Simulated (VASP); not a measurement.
The system is YI.

```
Y I
1.0
     3.95597    0.00000    0.00000
    -1.97799    3.42597    0.00000
     0.00000    0.00000   11.07948
Y I
2 2
Cartesian
  1.9780 1.1420 6.9438
  0.0000 2.2840 4.1357
  0.0000 2.2840 9.0849
  1.9780 1.1420 1.9946
```

Base run:

* Program: VASP 6.6.1
* Functional: LDA
* Potentials or basis: VASP PAW LDA potentials, release 64 (Y_sv, I)
* Cutoff: 520 eV
* k mesh: 7 × 7 × 3
* Occupations: fermi-dirac, width 0.05 eV
* Spin: collinear spin
* Starting moments: [0.1, 0.1, 0.0, 0.0] μB
* Fixed moment: 0.2 μB

Its results: pressure -3.2 GPa; net moment 0.20 μB per cell; site moments Y +0.06; I +0.00 μB; largest force 0.372 eV/Å.

Task: The run is repeated on the same cell with these changes: fixed moment from 0.2 μB to none; moments at the start from [0.1, 0.1, 0.0, 0.0] to [0.6, 0.6, 0.0, 0.0]. What comes out?

Result: Pressure -3.1 GPa; net moment 0.87 μB per cell; site moments Y +0.25; I +0.01 μB; largest force 0.364 eV/Å.

Caveats: the cell stands under tension; the total moment is fixed, so each spin has its own Fermi level and the state may be an excited one (at least some runs); a moment this small can come from the mesh or the smearing (at least some runs).
